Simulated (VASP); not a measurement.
A run of VASP 6.6.1 is set up as follows.

Contents of POSCAR:

```
CaO
1.0
    0.0000000000      2.6067317416      2.6067317416
    2.6067317416      0.0000000000      2.6067317416
    2.6067317416      2.6067317416      0.0000000000
Ca O
1 1
Direct
    0.0000000000      0.0000000000      0.0000000000
    0.2500000000      0.2500000000      0.2500000000
```

File INCAR.step1:

```
PREC = Accurate
ENCUT = 520
EDIFF = 1E-5
ISMEAR = 0
SIGMA = 0.01
LREAL = False
LASPH = True
NELM = 80
ALGO = Normal
ISIF = 2
LWAVE = True
LCHARG = False
GGA = PE
NBANDS = 15
```

The input INCAR.step2:

```
PREC = Accurate
ENCUT = 520
EDIFF = 1E-6
ISMEAR = 0
SIGMA = 0.01
LREAL = False
LASPH = True
NELM = 80
ALGO = Normal
ISIF = 2
LWAVE = False
LCHARG = False
GGA = PE
LHFCALC = True
HFSCREEN = 0.2079
PRECFOCK = Normal
ISTART = 1
NBANDS = 15
```

File KPOINTS:

```
Automatic mesh
0
Gamma
  6 6 6
```

Potentials or basis: VASP PAW PBE potentials, release 64 (Ca_sv, O).

Run with:

```console
$ cat potpaw_PBE.64/Ca_sv/POTCAR potpaw_PBE.64/O/POTCAR > POTCAR
$ cp INCAR.step1 INCAR
$ mpirun -np 1 vasp_std > vasp.out
$ cp INCAR.step2 INCAR
$ mpirun -np 1 vasp_std > vasp.out
```

(1) What does it give for the pressure?

(2) Estimate the band gap on the k mesh.

Results:

(1) 0.6 GPa.

(2) 4.71 eV (least direct gap 5.33 eV).

Caveat: the PAW data sets were made with another functional, which shifts forces and pressure a little.
